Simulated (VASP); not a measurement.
Crystal: SiC (Moissanite 3C).

```xyz
2
Lattice="0.0000 2.1790 2.1790 2.1790 0.0000 2.1790 2.1790 2.1790 0.0000" Properties=species:S:1:pos:R:3 pbc="T T T"
Si    0.0000    0.0000    0.0000
C     3.2685    3.2685    3.2685
```

```yaml
Program: VASP 6.6.1
Task: relaxation of cell and atoms
Functional: BLYP
Potentials_or_basis: VASP PAW PBE potentials, release 64 (Si, C)
Cutoff: 600 eV
k_mesh: 10 × 10 × 10
Occupations: fermi-dirac, width 0.05 eV
Spin: no spin polarisation
```

At the start: pressure 8.3 GPa; volume 10.35 Å³/atom.

Problem. How do energy, volume and symmetry change on relaxing?

Solution. Over 3 steps the energy falls by 10.3 meV/atom and the volume is 10.76 Å³/atom (+4.0 %); space group F-43m (No. 216, to 0.05 Å).

The path:
| step | energy change (eV) | largest force (eV/Å) | pressure (GPa) | volume (Å³) |
| --- | --- | --- | --- | --- |
| 1 | 0.0000 | 0.0000 | 8.28 | 20.69 |
| 2 | -0.0027 | 0.0000 | -6.79 | 22.34 |
| 3 | -0.0206 | 0.0000 | -0.04 | 21.52 |

Final structure:
```cif
data_structure
_symmetry_space_group_name_H-M 'P 1'
_symmetry_Int_Tables_number 1
_cell_length_a 3.1222
_cell_length_b 3.1222
_cell_length_c 3.1222
_cell_angle_alpha 60.000
_cell_angle_beta 60.000
_cell_angle_gamma 60.000
_cell_volume 21.52
loop_
_atom_site_label
_atom_site_type_symbol
_atom_site_fract_x
_atom_site_fract_y
_atom_site_fract_z
_atom_site_occupancy
Si1 Si 0.00000 0.00000 0.00000 1
C1 C 0.75000 0.75000 0.75000 1
```

Caveat: the PAW data sets were made with another functional, which shifts forces and pressure a little.
